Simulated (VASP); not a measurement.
# SrO (F-43m) in VASP: a series of runs

The runs below take SrO through single point, with r2SCAN.

All numbers are computed with VASP 6.6.1; they aren't measurements. Logs are shortened: lines on timing, memory, paths and dates and some standing lists are left out, and cuts for length are marked.

## 1. The cell of the first run

Symmetry: F-43m, No. 216, cubic system. The conventional cell has a = 5.598 Å, b = 5.598 Å, c = 5.598 Å, α = 90.00°, β = 90.00°, γ = 90.00°. Within 3.2 Å of Sr (site symmetry -43m) lie 4 O at 2.42 Å. Within 3.2 Å of O (site symmetry -43m) lie 4 Sr at 2.42 Å.

## 2. Single point, r2SCAN

Input file POSCAR:

```
SrO
1.0
    0.0000000000      2.7990048858      2.7990048858
    2.7990048858      0.0000000000      2.7990048858
    2.7990048858      2.7990048858      0.0000000000
Sr O
1 1
Direct
    0.0000000000      0.0000000000      0.0000000000
    0.2500000000      0.2500000000      0.2500000000
```

Input file INCAR.step1:

```
SYSTEM = SrO
PREC     = Accurate       ! precision mode
ENCUT    = 520            ! plane-wave cutoff, eV
ISMEAR   = 0              ! smearing method
SIGMA    = 0.05           ! smearing width, eV
LREAL    = .False.        ! projectors in reciprocal space
LASPH    = .True.         ! aspherical terms in the spheres
NELM     = 100            ! most SCF steps
NBANDS   = 15             ! bands
GGA      = PE             ! functional
ALGO     = Normal         ! electronic algorithm
EDIFF    = 1E-4           ! SCF threshold, eV
LWAVE    = .True.         ! write WAVECAR
LCHARG   = .False.        ! write CHGCAR
```

Input file INCAR.step2:

```
SYSTEM = SrO
PREC     = Accurate       ! precision mode
ENCUT    = 520            ! plane-wave cutoff, eV
EDIFF    = 1E-6           ! SCF threshold, eV
ISMEAR   = 0              ! smearing method
SIGMA    = 0.05           ! smearing width, eV
LREAL    = .False.        ! projectors in reciprocal space
LASPH    = .True.         ! aspherical terms in the spheres
NELM     = 100            ! most SCF steps
ALGO     = Normal         ! electronic algorithm
ISIF     = 2              ! what is computed and relaxed
LWAVE    = .False.        ! write WAVECAR
LCHARG   = .False.        ! write CHGCAR
METAGGA  = R2SCAN         ! meta-GGA
LMIXTAU  = .True.       
NBANDS   = 15             ! bands
ISTART   = 1
```

Input file KPOINTS:

```
regular mesh
0
Gamma
  8 8 8
  0 0 0
```

Potentials or basis: VASP PAW PBE potentials, release 64 (Sr_sv, O).

On the command line:

```bash
cat potpaw_PBE.64/Sr_sv/POTCAR potpaw_PBE.64/O/POTCAR > POTCAR
cp INCAR.step1 INCAR
mpirun -np 1 vasp_std > vasp.out
cp INCAR.step2 INCAR
mpirun -np 1 vasp_std > vasp.out
```

OUTCAR:

```text
SYSTEM = SrO
   PREC = Accurate
   ENCUT = 520
   EDIFF = 1E-6
   ISMEAR = 0
   LREAL = .False.
   LASPH = .True.
   NELM = 100
   ISIF = 2
   METAGGA = R2SCAN
   ISTART = 1

 ion  position               nearest neighbor table
   1  0.000  0.000  0.000-   2 2.42   2 2.42   2 2.42   2 2.42
   2  0.250  0.250  0.250-   1 2.42   1 2.42   1 2.42   1 2.42

  LATTYP: Found a face centered cubic cell.
 ALAT       =     5.5980097716

  Lattice vectors:

 A1 = (   0.0000000000,   2.7990048858,   2.7990048858)
 A2 = (   2.7990048858,   0.0000000000,   2.7990048858)
 A3 = (   2.7990048858,   2.7990048858,   0.0000000000)

Analysis of symmetry for initial positions (statically):
=====================================================================
 Subroutine PRICEL returns:
 Original cell was already a primitive cell.

 Routine SETGRP: Setting up the symmetry group for a
 face centered cubic supercell.

 Subroutine GETGRP returns: Found 24 space group operations
 (whereof 24 operations were pure point group operations)
 out of a pool of 48 trial point group operations.

The static configuration has the point symmetry T_d .

Analysis of symmetry for dynamics (positions and initial velocities):
=====================================================================
 Subroutine PRICEL returns:
 Original cell was already a primitive cell.

 Routine SETGRP: Setting up the symmetry group for a
 face centered cubic supercell.

 Subroutine GETGRP returns: Found 24 space group operations
 (whereof 24 operations were pure point group operations)
 out of a pool of 48 trial point group operations.

The dynamic configuration has the point symmetry T_d .

 Subroutine INISYM returns: Found 24 space group operations
 (whereof 24 operations are pure point group operations),
 and found     1 'primitive' translations

----------------------------------------------------------------------------------------

                                     Primitive cell

  volume of cell :      43.8572

  direct lattice vectors                    reciprocal lattice vectors
     0.000000000  2.799004886  2.799004886    -0.178634915  0.178634915  0.178634915
     2.799004886  0.000000000  2.799004886     0.178634915 -0.178634915  0.178634915
     2.799004886  2.799004886  0.000000000     0.178634915  0.178634915 -0.178634915

  length of vectors
     3.958390671  3.958390671  3.958390671     0.309404749  0.309404749  0.309404749

  position of ions in fractional coordinates (direct lattice)
     0.000000000  0.000000000  0.000000000
[... 90 lines left out ...]
   NUPDOWN=      -1.0000    fix difference up-down
   EMIN   =  10.00;   EMAX   =-10.00  energy-range for DOS
   EFERMI =   0.00;   METHOD = LEGACY
   ISMEAR =     0;   SIGMA  =   0.05  broadening in eV -4-tet -1-fermi 0-gaus
   EFERMI_NEDOS =   21; number of points for ismear=-14 and -15
   IALGO  =     38    algorithm
   IMIX   =      4    mixing-type and parameters
     AMIX     =   0.40;   BMIX     =  1.00
     AMIX_MAG =   1.60;   BMIX_MAG =  1.00
  volume/ion in A,a.u.               =      21.93       147.98
  Fermi-wavevector in a.u.,A,eV,Ry     =   1.169772  2.210548 18.617753  1.368366
  Thomas-Fermi vector in A             =   2.306240
   LORBIT       =      0    0 simple, 1 ext, 2 COOP (PROOUT), +10 PAW based schemes
   METAGGA = R2SCAN    functional components
   LHFCALC =     F    Hartree Fock is set to
   AEXX    =    0.0000 exact exchange contribution
   IVDW    =     0    specifies the selected vdW correction
   LEPSILON=     F    determine dielectric tensor
   LRPA    =     F    only Hartree local field effects (RPA)
 non-spin polarized calculation
 Gauss-broadening in eV      SIGMA  =   0.05
  energy-cutoff  :      520.00
  volume of cell :       43.86
 maximum number of plane-waves:      1243
 NGX is ok and might be reduce to    30
   NGX = 15   NGY = 15   NGZ = 15

 number of electron      16.0000002 magnetization

 Free energy of the ion-electron system (eV)
  ---------------------------------------------------
  ext. energy  EPLUGINS =         0.00000000
  ---------------------------------------------------
  free energy    TOTEN  =       -26.63235529 eV

  energy without entropy =      -26.63235529  energy(sigma->0) =      -26.63235529

 E-fermi :   0.2736     XC(G=0):  -9.0970

 val. band max:       -0.0551251028   @ k =  -0.2500   0.5000   0.2500
 cond. band min:       2.8286075861   @ k =   0.0000   0.0000   0.0000
 fundamental gap:      2.8837326888
 Fermi energy:         0.2735813775

 k-point     1 :       0.0000    0.0000    0.0000
  band No.  band energies     occupation
      1     -33.3727      2.00000
      2     -15.7787      2.00000
      3     -14.6400      2.00000
      4     -14.6400      2.00000
      5     -14.6400      2.00000
      6      -0.8866      2.00000
      7      -0.8866      2.00000
      8      -0.8866      2.00000
      9       2.8286      0.00000
     10       8.5991      0.00000
     11       8.5991      0.00000
     12       9.8971      0.00000
     13       9.8971      0.00000
     14       9.8971      0.00000
[... 401 lines left out ...]
      2     -16.9730      2.00000
      3     -14.9343      2.00000
      4     -14.7769      2.00000
      5     -13.5097      2.00000
      6      -0.7300      2.00000
      7      -0.6689      2.00000
      8      -0.3277      2.00000
      9       5.2002      0.00000
     10       6.6370      0.00000
     11       8.3248      0.00000
     12       9.4770      0.00000
     13      10.6492      0.00000
     14      11.4838      0.00000
     15      13.0146      0.00000

 [... further k-points ...]

------------------------ aborting loop because EDIFF is reached ----------------------------------------

  FORCE on cell =-STRESS in cart. coord.  units (eV):
  Direction    XX          YY          ZZ          XY          YZ          ZX
  --------------------------------------------------------------------------------------
  -------------------------------------------------------------------------------------
  Total       -0.0059363     -0.0059363     -0.0059363     -0.0000000     -0.0000000      0.0000000
  in kB       -0.2168618     -0.2168618     -0.2168618     -0.0000000     -0.0000000      0.0000000
  external PRESSURE =      -0.2168618 kB  Pullay stress =       0.0000000 kB

 VOLUME and BASIS-vectors are now :
 -----------------------------------------------------------------------------
  energy-cutoff  :      520.00
  volume of cell :       43.86
      direct lattice vectors                 reciprocal lattice vectors
     0.000000000  2.799004886  2.799004886    -0.178634915  0.178634915  0.178634915
     2.799004886  0.000000000  2.799004886     0.178634915 -0.178634915  0.178634915
     2.799004886  2.799004886  0.000000000     0.178634915  0.178634915 -0.178634915

 POSITION                                       TOTAL-FORCE (eV/Angst)
 -----------------------------------------------------------------------------------
      0.00000      0.00000      0.00000        -0.000000     -0.000000     -0.000000
      1.39950      1.39950      1.39950         0.000000      0.000000      0.000000
 -----------------------------------------------------------------------------------
    total drift:                                0.000000      0.000000      0.000000

  FREE ENERGIE OF THE ION-ELECTRON SYSTEM (eV)
  ---------------------------------------------------
  free  energy   TOTEN  =       -26.6323552938 eV

  energy  without entropy=      -26.6323552938  energy(sigma->0) =      -26.63235529
```

OUTCAR.step1:

```text
SYSTEM = SrO
   PREC = Accurate
   ENCUT = 520
   ISMEAR = 0
   LREAL = .False.
   LASPH = .True.
[... 654 lines left out ...]
      0.00000      0.00000      0.00000        -0.000000      0.000000     -0.000000
      1.39950      1.39950      1.39950         0.000000     -0.000000      0.000000
 -----------------------------------------------------------------------------------
    total drift:                               -0.000000     -0.000000     -0.000000

  FREE ENERGIE OF THE ION-ELECTRON SYSTEM (eV)
  ---------------------------------------------------
  free  energy   TOTEN  =       -11.7638497234 eV

  energy  without entropy=      -11.7638497234  energy(sigma->0) =      -11.76384972
```

It took 42 s on 1 thread of Intel Xeon 6975P-C (Granite Rapids), shared host; peak memory 0.18 GiB.

What came out:

| Quantity | Value |
| --- | --- |
| Free energy | -26.6324 eV |
| Pressure | 0.0 GPa |
| Band gap on the k mesh | 2.88 eV, indirect (least direct gap 3.72 eV) |

Caveat: the PAW data sets were made with another functional, which shifts forces and pressure a little.

## 3. Single point, r2SCAN (volume scaled by 1.020)

Input file POSCAR:

```
SrO
1.0
    0.0000000000      2.8106647607      2.8106647607
    2.8106647607      0.0000000000      2.8106647607
    2.8106647607      2.8106647607      0.0000000000
Sr O
1 1
Direct
    0.0000000000      0.0000000000      0.0000000000
    0.2500000000      0.2500000000      0.2500000000
```

Input file INCAR.step1:

```
  PREC = Accurate
  ENCUT = 520
  ISMEAR = 0
  SIGMA = 0.05
  LREAL = F
  LASPH = T
  NELM = 100
  NBANDS = 15
  GGA = PE
  ALGO = Normal
  EDIFF = 1E-4
  LWAVE = T
  LCHARG = F
```

Input file INCAR.step2:

```
  PREC = Accurate
  ENCUT = 520
  EDIFF = 1E-6
  ISMEAR = 0
  SIGMA = 0.05
  LREAL = F
  LASPH = T
  NELM = 100
  ALGO = Normal
  ISIF = 2
  LWAVE = F
  LCHARG = F
  METAGGA = R2SCAN
  LMIXTAU = T
  NBANDS = 15
  ISTART = 1
```

Input file KPOINTS:

```
Automatic mesh
0
Gamma
  8 8 8
```

Potentials or basis: VASP PAW PBE potentials, release 64 (Sr_sv, O).

On the command line:

```bash
cat potpaw_PBE.64/Sr_sv/POTCAR potpaw_PBE.64/O/POTCAR > POTCAR
cp INCAR.step1 INCAR
mpirun -np 1 vasp_std > vasp.out
cp INCAR.step2 INCAR
mpirun -np 1 vasp_std > vasp.out
```

Wall time 42 s (1 thread of Intel Xeon 6975P-C (Granite Rapids), shared host); peak memory 0.18 GiB.

The run converged. Its results:

```yaml
Free_energy: -26.6312 eV
Pressure: -0.8 GPa
Band_gap_on_the_k_mesh: 2.85 eV, indirect (least direct gap 3.66 eV)
```

Levels at points of the mesh, in eV from the valence-band top:
```csv
k point,band 6,band 7,band 8,band 9,band 10,band 11
"(0.00, 0.00, 0.00)",-0.81,-0.81,-0.81,2.85,8.60,8.60
"(0.50, 0.00, 0.00)",-0.70,-0.50,-0.50,5.59,7.54,8.11
"(0.50, 0.50, 0.00)",-1.36,-0.01,-0.01,4.87,6.17,10.19
```

Caveat: the PAW data sets were made with another functional, which shifts forces and pressure a little.
